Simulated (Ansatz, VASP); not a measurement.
**SnTe in VASP and in Ansatz**

```
Sn Te
1.0
     5.47987    0.00000    0.00000
    -2.73993    4.74571    0.00000
     0.00000    0.00000    6.57548
Sn Te
2 2
Direct
  0.33333 0.66667 0.94972
  0.66667 0.33333 0.44972
  0.33333 0.66667 0.42528
  0.66667 0.33333 0.92528
```

Alike in both runs: task single point; functional PBE; k mesh 6 × 6 × 4; no spin polarisation.

|  | VASP | Ansatz |
| --- | --- | --- |
| version | VASP 6.6.1 | Ansatz 0.2.0 |
| potentials or method | VASP PAW PBE potentials, release 64 (Sn_d, Te) | plane waves, PAW |
| plane-wave cutoff (eV) | 520 | 420 |
| occupations | gaussian, width 0.01 eV | fixed |
| valence electrons in the cell | 40 | 60 |

```csv
,VASP,Ansatz,Ansatz less VASP
gap on the k mesh at the Fermi level (eV),0.70,0.70,0.000
pressure (GPa),-0.8,-0.8,+0.01
rms of the force components (eV/Å),0.022,0.024,+0.0023
```

Atom by atom the forces differ by 0.002 eV/Å (rms over components). VASP's potentials hold 40 valence electrons a cell and Ansatz's 60, so a difference there can come from the potentials and not from the codes.

Spin-orbit coupling is off throughout.
